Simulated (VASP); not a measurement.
# PbO2 (P4_2/mnm) in VASP: notebook

The runs below take PbO2 through relaxation of cell and atoms, single point, with PBEsol, r2SCAN.

Program: VASP 6.6.1. These are calculated values, not measurements. Logs are shortened: lines on timing, memory, paths and dates and some standing lists are left out, and cuts for length are marked.

## 1. The cell of the first run

The structure is tetragonal, space group P4_2/mnm (No. 136). Conventional cell: a = 4.995 Å, b = 4.995 Å, c = 3.409 Å, α = 90.00°, β = 90.00°, γ = 90.00°. Pb (site symmetry mmm) has 6 O at 2.17 to 2.18 Å within 2.9 Å. O (site symmetry m2m) has 3 Pb at 2.17 to 2.18 Å and 1 O at 2.72 Å within 2.9 Å.

## 2. Relaxation of cell and atoms, PBEsol, target pressure 5 GPa, at which the enthalpy is minimised

Contents of INCAR:

```
SYSTEM = PbO2
PREC     = Accurate       ! precision mode
ENCUT    = 600            ! plane-wave cutoff, eV
EDIFF    = 1E-6           ! SCF threshold, eV
ISMEAR   = -1             ! smearing method
SIGMA    = 0.05           ! smearing width, eV
LREAL    = .False.        ! projectors in reciprocal space
LASPH    = .True.         ! aspherical terms in the spheres
NELM     = 80             ! most SCF steps
ALGO     = Normal         ! electronic algorithm
ISIF     = 3              ! what is computed and relaxed
LWAVE    = .False.        ! write WAVECAR
LCHARG   = .False.        ! write CHGCAR
GGA      = PS             ! functional
IBRION   = 2              ! ionic algorithm
NSW      = 60             ! ionic steps
EDIFFG   = -0.01          ! ionic threshold
PSTRESS  = 50.0
```

Contents of KPOINTS:

```
regular mesh
0
Gamma
  5 5 6
  0 0 0
```

Contents of POSCAR:

```
PbO2
1.0
    4.9949598700      0.0000000000      0.0000000000
    0.0000000000      4.9949598700      0.0000000000
    0.0000000000      0.0000000000      3.4090009600
Pb O
2 4
Direct
    0.5000000000      0.5000000000      0.5000000000
    0.0000000000      0.0000000000      0.0000000000
    0.6925710400      0.6925710400      0.0000000000
    0.8074289600      0.1925710400      0.5000000000
    0.1925710400      0.8074289600      0.5000000000
    0.3074289600      0.3074289600      0.0000000000
```

Potentials or basis: VASP PAW PBE potentials, release 64 (Pb_d, O).

The run is started by

```console
$ cat potpaw_PBE.64/Pb_d/POTCAR potpaw_PBE.64/O/POTCAR > POTCAR
$ mpirun -np 1 vasp_std > vasp.out
```

OUTCAR:

```text
SYSTEM = PbO2
   PREC = Accurate
   ENCUT = 600
   EDIFF = 1E-6
   ISMEAR = -1
   LREAL = .False.
   LASPH = .True.
   NELM = 80
   ISIF = 3
   GGA = PS
   IBRION = 2
   NSW = 60
   EDIFFG = -0.01
   PSTRESS = 50.0

 ion  position               nearest neighbor table
   1  0.500  0.500  0.500-   4 2.17   5 2.17   3 2.18   6 2.18   3 2.18   6 2.18   2 3.92   2 3.92
                             2 3.92   2 3.92   2 3.92   2 3.92   2 3.92   2 3.92
   2  0.000  0.000  0.000-   3 2.17   6 2.17   5 2.18   4 2.18   4 2.18   5 2.18   1 3.92   1 3.92
                             1 3.92   1 3.92   1 3.92   1 3.92   1 3.92   1 3.92
   3  0.693  0.693  0.000-   2 2.17   1 2.18   1 2.18
   4  0.807  0.193  0.500-   1 2.17   2 2.18   2 2.18
   5  0.193  0.807  0.500-   1 2.17   2 2.18   2 2.18
   6  0.307  0.307  0.000-   2 2.17   1 2.18   1 2.18

  LATTYP: Found a simple tetragonal cell.
 ALAT       =     4.9949598700
 C/A-ratio  =     0.6824881578

  Lattice vectors:

 A1 = (   4.9949598700,   0.0000000000,   0.0000000000)
 A2 = (   0.0000000000,   4.9949598700,   0.0000000000)
 A3 = (   0.0000000000,   0.0000000000,   3.4090009600)

Analysis of symmetry for initial positions (statically):
=====================================================================
 Subroutine PRICEL returns:
 Original cell was already a primitive cell.

 Routine SETGRP: Setting up the symmetry group for a
 simple tetragonal supercell.

 Subroutine GETGRP returns: Found 16 space group operations
 (whereof  8 operations were pure point group operations)
 out of a pool of 16 trial point group operations.

The static configuration has the point symmetry D_2h.
 The point group associated with its full space group is D_4h.

Analysis of symmetry for dynamics (positions and initial velocities):
=====================================================================
 Subroutine PRICEL returns:
 Original cell was already a primitive cell.

 Routine SETGRP: Setting up the symmetry group for a
 simple tetragonal supercell.

 Subroutine GETGRP returns: Found 16 space group operations
 (whereof  8 operations were pure point group operations)
 out of a pool of 16 trial point group operations.

The dynamic configuration has the point symmetry D_2h.
 The point group associated with its full space group is D_4h.

 Subroutine INISYM returns: Found 16 space group operations
 (whereof  8 operations are pure point group operations),
 and found     1 'primitive' translations

----------------------------------------------------------------------------------------

                                     Primitive cell

  volume of cell :      85.0533

  direct lattice vectors                    reciprocal lattice vectors
     4.994959870  0.000000000  0.000000000     0.200201809  0.000000000  0.000000000
     0.000000000  4.994959870  0.000000000     0.000000000  0.200201809  0.000000000
     0.000000000  0.000000000  3.409000960     0.000000000  0.000000000  0.293341073

  length of vectors
     4.994959870  4.994959870  3.409000960     0.200201809  0.200201809  0.293341073

  position of ions in fractional coordinates (direct lattice)
     0.500000000  0.500000000  0.500000000
     0.000000000  0.000000000  0.000000000
     0.692571040  0.692571040  0.000000000
     0.807428960  0.192571040  0.500000000
     0.192571040  0.807428960  0.500000000
     0.307428960  0.307428960  0.000000000

  ion indices of the primitive-cell ions
   primitive index   ion index
                 1           1
                 2           2
                 3           3
                 4           4
                 5           5
                 6           6

----------------------------------------------------------------------------------------

 KPOINTS: regular mesh

Automatic generation of k-mesh.
 Grid dimensions read from file:
 generate k-points for:    5    5    6

 Generating k-lattice:

  Cartesian coordinates                     Fractional coordinates (reciprocal lattice)
     0.040040362  0.000000000  0.000000000     0.200000000  0.000000000  0.000000000
     0.000000000  0.040040362  0.000000000     0.000000000  0.200000000  0.000000000
     0.000000000  0.000000000  0.048890179     0.000000000  0.000000000  0.166666667

  Length of vectors
     0.040040362  0.040040362  0.048890179

  Shift w.r.t. Gamma in fractional coordinates (k-lattice)
     0.000000000  0.000000000  0.000000000

 Subroutine IBZKPT returns following result:
 ===========================================

 Found     24 irreducible k-points:

 Following reciprocal coordinates:
            Coordinates               Weight
  0.000000  0.000000  0.000000      1.000000
  0.200000  0.000000  0.000000      4.000000
  0.400000  0.000000  0.000000      4.000000
  0.200000  0.200000  0.000000      4.000000
  0.400000  0.200000  0.000000      8.000000
  0.400000  0.400000  0.000000      4.000000
[... 16 lines left out ...]
[... 24 lines left out ...]
   IBRION =      2    ionic relax: 0-MD 1-quasi-New 2-CG
   NFREE  =      1    steps in history (QN), initial steepest desc. (CG)
   ISIF   =      3    stress and relaxation
   ISYM   =      2    0-nonsym 1-usesym 2-fastsym
   POTIM  = 0.5000    time-step for ionic-motion
   TEBEG  =    0.0;   TEEND  =   0.0 temperature during run
   PSTRESS=   50.0 pullay stress
   NELECT =      52.0000    total number of electrons
   NUPDOWN=      -1.0000    fix difference up-down
   EMIN   =  10.00;   EMAX   =-10.00  energy-range for DOS
   EFERMI =   0.00;   METHOD = LEGACY
   ISMEAR =    -1;   SIGMA  =   0.05  broadening in eV -4-tet -1-fermi 0-gaus
   EFERMI_NEDOS =   21; number of points for ismear=-14 and -15
   IALGO  =     38    algorithm
   IMIX   =      4    mixing-type and parameters
     AMIX     =   0.40;   BMIX     =  1.00
     AMIX_MAG =   1.60;   BMIX_MAG =  1.00
  volume/ion in A,a.u.               =      14.18        95.66
  Fermi-wavevector in a.u.,A,eV,Ry     =   1.389458  2.625696 26.267337  1.930595
  Thomas-Fermi vector in A             =   2.513487
   LORBIT       =      0    0 simple, 1 ext, 2 COOP (PROOUT), +10 PAW based schemes
   GGA     = PS    functional components
   LHFCALC =     F    Hartree Fock is set to
   AEXX    =    0.0000 exact exchange contribution
   IVDW    =     0    specifies the selected vdW correction
   LEPSILON=     F    determine dielectric tensor
   LRPA    =     F    only Hartree local field effects (RPA)
 conjugate gradient relaxation of ions
 non-spin polarized calculation
  energy-cutoff  :      600.00
  volume of cell :       85.05
 maximum number of plane-waves:      2858
 NGX is ok and might be reduce to    40
   NGX = 19   NGY = 19   NGZ = 13

--------------------------------------- Ionic step        1  -------------------------------------------

 number of electron      52.0000009 magnetization

 Free energy of the ion-electron system (eV)
  ---------------------------------------------------
  ext. energy  EPLUGINS =         0.00000000
  ---------------------------------------------------
  free energy    TOTEN  =       -34.07708357 eV

  energy without entropy =      -34.07444532  energy(sigma->0) =      -34.07576445

------------------------ aborting loop because EDIFF is reached ----------------------------------------

  FORCE on cell =-STRESS in cart. coord.  units (eV):
  Direction    XX          YY          ZZ          XY          YZ          ZX
  --------------------------------------------------------------------------------------
  -------------------------------------------------------------------------------------
  Total        0.1391648      0.1391648      0.2429717      0.0000000      0.0000000      0.0000000
  in kB        2.6214948      2.6214948      4.5769400      0.0000000      0.0000000      0.0000000
  external PRESSURE =     -46.7266901 kB  Pullay stress =      50.0000000 kB

 VOLUME and BASIS-vectors are now :
 -----------------------------------------------------------------------------
  energy-cutoff  :      600.00
  volume of cell :       85.05
      direct lattice vectors                 reciprocal lattice vectors
     4.994959870  0.000000000  0.000000000     0.200201809  0.000000000  0.000000000
     0.000000000  4.994959870  0.000000000     0.000000000  0.200201809  0.000000000
     0.000000000  0.000000000  3.409000960     0.000000000  0.000000000  0.293341073
[... 222 lines left out ...]
  FREE ENERGIE OF THE ION-ELECTRON SYSTEM (eV)
  ---------------------------------------------------
  free  energy   TOTEN  =       -34.0323909835 eV

  energy  without entropy=      -34.0303066533  energy(sigma->0) =      -34.03134882

  enthalpy is  TOTEN    =       -31.4659441948 eV   P V=        2.5664467887

--------------------------------------- Ionic step        7  -------------------------------------------

 number of electron      52.0000004 magnetization

 Free energy of the ion-electron system (eV)
  ---------------------------------------------------
  ext. energy  EPLUGINS =         0.00000000
  ---------------------------------------------------
  free energy    TOTEN  =       -34.03237423 eV

  energy without entropy =      -34.03027922  energy(sigma->0) =      -34.03132673

 E-fermi :   4.4919     XC(G=0): -11.0639

 val. band max:        4.3404509613   @ k =   0.2000   0.0000   0.0000
 cond. band min:       4.5027069994   @ k =   0.0000   0.0000   0.0000
 fundamental gap:      0.1622560381
 Fermi energy:         4.4918843065

 k-point     1 :       0.0000    0.0000    0.0000
  band No.  band energies     occupation
      1     -13.9908      2.00000
      2     -13.8254      2.00000
      3     -12.0746      2.00000
      4     -12.0746      2.00000
      5     -11.1053      2.00000
      6     -10.8664      2.00000
[... 827 lines left out ...]
 POSITION                                       TOTAL-FORCE (eV/Angst)
 -----------------------------------------------------------------------------------
      2.45630      2.45630      1.70373        -0.000000     -0.000000      0.000000
      0.00000      0.00000      0.00000        -0.000000     -0.000000      0.000000
      3.40358      3.40358      0.00000         0.000486      0.000486      0.000000
      3.96533      0.94727      1.70373        -0.000486      0.000486      0.000000
      0.94727      3.96533      1.70373         0.000486     -0.000486      0.000000
      1.50903      1.50903      0.00000        -0.000486     -0.000486      0.000000
 -----------------------------------------------------------------------------------
    total drift:                                0.000000     -0.000000      0.000000

  FREE ENERGIE OF THE ION-ELECTRON SYSTEM (eV)
  ---------------------------------------------------
  free  energy   TOTEN  =       -34.0323742277 eV

  energy  without entropy=      -34.0302792230  energy(sigma->0) =      -34.03132673

  enthalpy is  TOTEN    =       -31.4660342568 eV   P V=        2.5663399709

 reached required accuracy - stopping structural energy minimisation
```

Run time: 3.7 min. Hardware: 1 thread of Intel Xeon Platinum 8488C (Sapphire Rapids), shared host; peak memory 0.24 GiB.

What came out:

```
Free energy                                                : -34.0324 eV
Relaxed volume                                             : 13.71 Å³/atom
Relaxed cell                                               : a = 4.913 Å, b = 4.913 Å, c = 3.407 Å, α = 90.00°, β = 90.00°, γ = 90.00°
Space group after relaxing (to 0.1 Å)                      : P4_2/mnm (No. 136)
Energy change on relaxing (the run minimises the enthalpy) : +7.5 meV/atom
Ionic steps                                                : 7
Pressure after relaxing                                    : 5.0 GPa
Band gap on the k mesh                                     : 0.16 eV (least direct gap 0.46 eV)
```

Step by step:
```csv
step,energy change (eV),largest force (eV/Å),pressure (GPa),volume (Å³)
1,0.0000,0.0100,0.33,85.05
2,0.1569,0.1587,10.39,80.07
3,0.0409,0.0702,4.98,82.51
4,0.0420,0.0066,4.98,82.37
5,0.0450,0.0510,5.01,82.24
6,0.0447,0.0214,5.00,82.24
7,0.0447,0.0007,4.98,82.23
```

Final structure:
```
CELL_PARAMETERS angstrom
4.91261 0.00000 0.00000
0.00000 4.91261 0.00000
0.00000 0.00000 3.40746
ATOMIC_POSITIONS crystal
Pb 0.50000 0.50000 0.50000
Pb 0.00000 0.00000 0.00000
O 0.69283 0.69283 0.00000
O 0.80718 0.19282 0.50000
O 0.19282 0.80718 0.50000
O 0.30718 0.30718 0.00000
```

Levels at points of the mesh, in eV from the valence-band top:
```tsv
k point	band 22	band 23	band 24	band 25	band 26	band 27	band 28	band 29	band 30	band 31
(0.00, 0.00, 0.00)	-0.56	-0.54	-0.54	-0.52	-0.52	0.16	4.47	5.87	5.87	9.71
(0.00, 0.00, 0.50)	-1.99	-1.11	-1.11	-0.74	-0.74	4.04	4.04	9.07	9.07	9.68
```

Caveat: the cell is relaxed towards a set pressure, so the run minimises the enthalpy, not the energy; the PAW data sets were made with another functional, which shifts forces and pressure a little; spin-orbit coupling is left out, which moves the levels of the heavy elements.

## 3. Relaxation of cell and atoms, PBEsol, target pressure 10 GPa, at which the enthalpy is minimised

Contents of INCAR:

```
SYSTEM = PbO2
PREC = Accurate
ENCUT = 600
EDIFF = 1E-7
ISMEAR = -1
SIGMA = 0.05
LREAL = .False.
LASPH = .True.
NELM = 100
ALGO = Normal
ISIF = 3
LWAVE = .False.
LCHARG = .False.
GGA = PS
IBRION = 2
NSW = 60
EDIFFG = -0.01
PSTRESS = 100.0
```

KPOINTS is that of step 2.

POSCAR is that of step 2.

Potentials or basis: VASP PAW PBE potentials, release 64 (Pb_d, O).

The run is started by

```console
$ cat potpaw_PBE.64/Pb_d/POTCAR potpaw_PBE.64/O/POTCAR > POTCAR
$ mpirun -np 1 vasp_std > vasp.out
```

Run time: 6.6 min. Hardware: 1 thread of Intel Xeon Platinum 8488C (Sapphire Rapids), shared host; peak memory 0.24 GiB.

It converged, with:

```yaml
Free_energy: -33.9184 eV
Relaxed_volume: 13.30 Å³/atom
Relaxed_cell: a = 4.843 Å, b = 4.843 Å, c = 3.401 Å, α = 90.00°, β = 90.00°, γ = 90.00°
Space_group_after_relaxing_to_0.1_Å: P4_2/mnm (No. 136)
Energy_change_on_relaxing_the_run_minimises_the_enthalpy: +26.4 meV/atom
Ionic_steps: 12
Pressure_after_relaxing: 10.0 GPa
Band_gap_on_the_k_mesh: 0.16 eV (least direct gap 0.64 eV)
```

The path:
| step | energy change (eV) | largest force (eV/Å) | pressure (GPa) | volume (Å³) |
| --- | --- | --- | --- | --- |
| 1 | 0.0000 | 0.0100 | 0.34 | 85.05 |
| 2 | 0.7092 | 0.3731 | 25.23 | 74.96 |
| 3 | 0.1429 | 0.1471 | 9.86 | 80.29 |
| 4 | 0.1487 | 0.1507 | 10.08 | 80.20 |
| 5 | 0.1537 | 0.0101 | 10.14 | 79.93 |
| 6 | 0.1617 | 0.1018 | 10.24 | 79.77 |
| 7 | 0.1481 | 0.0503 | 9.69 | 79.96 |
| 8 | 0.1430 | 0.0281 | 9.45 | 80.04 |
| 9 | 0.1697 | 0.0486 | 10.42 | 79.61 |
| 10 | 0.1565 | 0.0116 | 9.95 | 79.81 |
| 11 | 0.1567 | 0.0126 | 9.97 | 79.81 |
| 12 | 0.1586 | 0.0007 | 10.02 | 79.78 |

Final structure:
```cif
data_structure
_symmetry_space_group_name_H-M 'P 1'
_symmetry_Int_Tables_number 1
_cell_length_a 4.8432
_cell_length_b 4.8432
_cell_length_c 3.4011
_cell_angle_alpha 90.000
_cell_angle_beta 90.000
_cell_angle_gamma 90.000
_cell_volume 79.78
loop_
_atom_site_label
_atom_site_type_symbol
_atom_site_fract_x
_atom_site_fract_y
_atom_site_fract_z
_atom_site_occupancy
Pb1 Pb 0.50000 0.50000 0.50000 1
Pb2 Pb 0.00000 0.00000 0.00000 1
O1 O 0.69293 0.69293 0.00000 1
O2 O 0.80707 0.19293 0.50000 1
O3 O 0.19293 0.80707 0.50000 1
O4 O 0.30707 0.30707 0.00000 1
```

Levels at points of the mesh, in eV from the valence-band top:
```
           k point  band 23  band 24  band 25  band 26  band 27  band 28  band 29  band 30
(0.00, 0.00, 0.00)    -0.55    -0.51    -0.49    -0.49     0.16     4.69     5.94     5.94
(0.00, 0.00, 0.50)    -1.17    -1.17    -0.76    -0.76     4.32     4.32     9.31     9.31
```

Caveat: the cell is relaxed towards a set pressure, so the run minimises the enthalpy, not the energy; the PAW data sets were made with another functional, which shifts forces and pressure a little; spin-orbit coupling is left out, which moves the levels of the heavy elements.

## 4. Single point, r2SCAN

POSCAR is that of step 3.

Contents of INCAR.step1:

```
PREC = Accurate
ENCUT = 520
ISMEAR = -1
SIGMA = 0.05
LREAL = False
LASPH = True
NELM = 100
NBANDS = 35
GGA = PE
ALGO = Normal
EDIFF = 1E-4
LWAVE = True
LCHARG = False
```

Contents of INCAR.step2:

```
PREC = Accurate
ENCUT = 520
EDIFF = 1E-6
ISMEAR = -1
SIGMA = 0.05
LREAL = False
LASPH = True
NELM = 100
ALGO = Normal
ISIF = 2
LWAVE = False
LCHARG = False
METAGGA = R2SCAN
LMIXTAU = True
NBANDS = 35
ISTART = 1
```

Contents of KPOINTS:

```
Automatic mesh
0
Gamma
  6 6 8
```

The run is started by

```console
$ cat potpaw_PBE.64/Pb_d/POTCAR potpaw_PBE.64/O/POTCAR > POTCAR
$ cp INCAR.step1 INCAR
$ mpirun -np 1 vasp_std > vasp.out
$ cp INCAR.step2 INCAR
$ mpirun -np 1 vasp_std > vasp.out
```

Wall time 3.3 min (1 thread of Intel Xeon 6975P-C (Granite Rapids), shared host); peak memory 0.28 GiB.

Results (log left out):

```yaml
Free_energy: -142.2636 eV
Pressure: 0.1 GPa
Largest_force: 0.019 eV/Å
Band_gap_on_the_k_mesh: 0.10 eV (least direct gap 0.32 eV)
```

Forces on the atoms (eV/Å):
```
Pb   0.000  0.000  0.000
Pb   0.000  0.000  0.000
O    0.014  0.014  0.000
O   -0.014  0.014  0.000
O    0.014 -0.014  0.000
O   -0.014 -0.014  0.000
```

Stress tensor (GPa, compression positive):
```
0.07 0.00 0.00
0.00 0.07 0.00
0.00 0.00 0.27
```

Levels at points of the mesh, in eV from the valence-band top:
| k point | band 22 | band 23 | band 24 | band 25 | band 26 | band 27 | band 28 | band 29 | band 30 | band 31 |
| --- | --- | --- | --- | --- | --- | --- | --- | --- | --- | --- |
| (0.00, 0.00, 0.00) | -0.55 | -0.55 | -0.50 | -0.50 | -0.45 | 0.10 | 4.79 | 6.60 | 6.60 | 10.30 |
| (0.50, 0.00, 0.00) | -1.27 | -0.53 | -0.53 | -0.33 | -0.33 | 2.87 | 2.87 | 7.18 | 7.18 | 10.67 |
| (0.50, 0.50, 0.00) | -1.51 | -0.55 | -0.55 | -0.47 | -0.47 | 3.30 | 3.30 | 7.44 | 7.44 | 11.03 |
| (0.00, 0.00, 0.50) | -1.89 | -1.11 | -1.11 | -0.77 | -0.77 | 4.29 | 4.29 | 9.69 | 9.69 | 10.54 |
| (0.50, 0.00, 0.50) | -1.04 | -0.76 | -0.76 | -0.09 | -0.09 | 4.60 | 4.60 | 8.13 | 8.13 | 10.84 |
| (0.50, 0.50, 0.50) | -1.73 | -0.64 | -0.64 | -0.52 | -0.52 | 3.35 | 3.35 | 9.09 | 9.09 | 10.71 |

Caveat: the smearing spreads over this small gap; the PAW data sets were made with another functional, which shifts forces and pressure a little; spin-orbit coupling is left out, which moves the levels of the heavy elements. A k mesh can miss the band edges.

## 5. Summary

| task | level | cell | k mesh | cutoff (eV) | gap on the mesh (eV) | pressure (GPa) |
| --- | --- | --- | --- | --- | --- | --- |
| relaxation of cell and atoms | PBEsol | relaxed to 5 GPa | 5 × 5 × 6 | 600 | 0.16 | 5.0 |
| relaxation of cell and atoms | PBEsol | relaxed to 10 GPa | 5 × 5 × 6 | 600 | 0.16 | 10.0 |
| single point | r2SCAN | as given | 6 × 6 × 8 | 520 | 0.10 | 0.1 |

Alike in all rows: potentials or basis VASP PAW PBE potentials, release 64 (Pb_d, O); no spin polarisation; smearing fermi-dirac 0.05 eV.

Caveats: the PAW data sets were made with another functional, which shifts forces and pressure a little; spin-orbit coupling is left out, which moves the levels of the heavy elements; the cell is relaxed towards a set pressure, so the run minimises the enthalpy, not the energy (at least some runs); the smearing spreads over this small gap (at least some runs).

Total energies depend on the potentials used, so only differences within one code and one set of settings carry meaning.

The gap in the log of VASP goes by the Fermi energy; the results here count the filled bands.